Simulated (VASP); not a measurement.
Here is a VASP 6.6.1 calculation.

File INCAR:

```
SYSTEM = Ta2Si
PREC = Accurate
ENCUT = 520
EDIFF = 1E-6
ISMEAR = 0
SIGMA = 0.05
LREAL = .FALSE.
LASPH = .TRUE.
NELM = 80
ALGO = Normal
ISIF = 2
LWAVE = .FALSE.
LCHARG = .FALSE.
GGA = PS
NBANDS = 20
```

KPOINTS

```
regular mesh
0
G
  10 10 10
  0 0 0
```

Contents of POSCAR:

```
Ta2Si
1.0
    0.0000000000      3.0143758814      3.0143758814
    3.0143758814      0.0000000000      3.0143758814
    3.0143758814      3.0143758814      0.0000000000
Ta Si
2 1
Direct
    0.2500000000      0.2500000000      0.2500000000
    0.7500000000      0.7500000000      0.7500000000
    0.0000000000      0.0000000000      0.0000000000
```

Potentials or basis: VASP PAW PBE potentials, release 64 (Ta_pv, Si).

Run with:

```console
$ cat potpaw_PBE.64/Ta_pv/POTCAR potpaw_PBE.64/Si/POTCAR > POTCAR
$ mpirun -np 1 vasp_std > vasp.out
```

What does it give for the pressure?

-3.2 GPa.

Estimate the band gap on the k mesh.

zero (band 13 reaches 8.52 eV, above the bottom of band 14 at 5.81 eV).

Caveat: the PAW data sets were made with another functional, which shifts forces and pressure a little; spin-orbit coupling is left out, which moves the levels of the heavy elements.
